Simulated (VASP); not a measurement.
Write the native input for VASP 6.6.1 that does the following.

```
Task                   : single point
Functional             : PBE
Potentials or basis    : VASP PAW PBE potentials, release 64 (Ti_sv, C)
Cutoff                 : 520 eV
k mesh                 : 16 × 16 × 16
Occupations            : fermi-dirac, width 0.03 eV
Spin                   : no spin polarisation
Dipole correction      : no
Further INCAR settings : ALGO = Normal; EDIFF = 1e-07; NBANDS = 15
```

The structure of TiC lies in POSCAR:

```
TiC
1.0
    0.0000000000      2.1640000000      2.2072800000
    2.1640000000      0.0000000000      2.2072800000
    2.1640000000      2.1640000000      0.0000000000
Ti C
1 1
Direct
    0.0000000000      0.0000000000      0.0000000000
    0.5000000000      0.5000000000      0.5000000000
```

This cell differs from its parent crystal: zz strain of +2 %.

One way to write it, as run:

INCAR

```
SYSTEM = TiC
PREC = Accurate
ENCUT = 520
EDIFF = 1E-7
ISMEAR = -1
SIGMA = 0.03
LREAL = .False.
LASPH = .True.
NELM = 60
ALGO = Normal
ISIF = 2
LWAVE = .False.
LCHARG = .False.
GGA = PE
NBANDS = 15
```

KPOINTS

```
regular mesh
0
Gamma
  16 16 16
  0 0 0
```

Potentials or basis: VASP PAW PBE potentials, release 64 (Ti_sv, C).

Launch:

```bash
$ cat potpaw_PBE.64/Ti_sv/POTCAR potpaw_PBE.64/C/POTCAR > POTCAR
$ mpirun -np 1 vasp_std > vasp.out
```

It gave:

```yaml
Pressure: -3.6 GPa
Band_gap_on_the_k_mesh: zero (band 8 reaches 9.94 eV, above the bottom of band 9 at 8.75 eV)
```

Caveat: the cell differs from its parent crystal (zz strain of +2 %).

It took 81 s on 1 thread of Intel(R) Xeon(R) Platinum 8259CL CPU @ 2.50GHz (Skylake/Cascade Lake), on a shared host, peak memory 0.23 GiB.
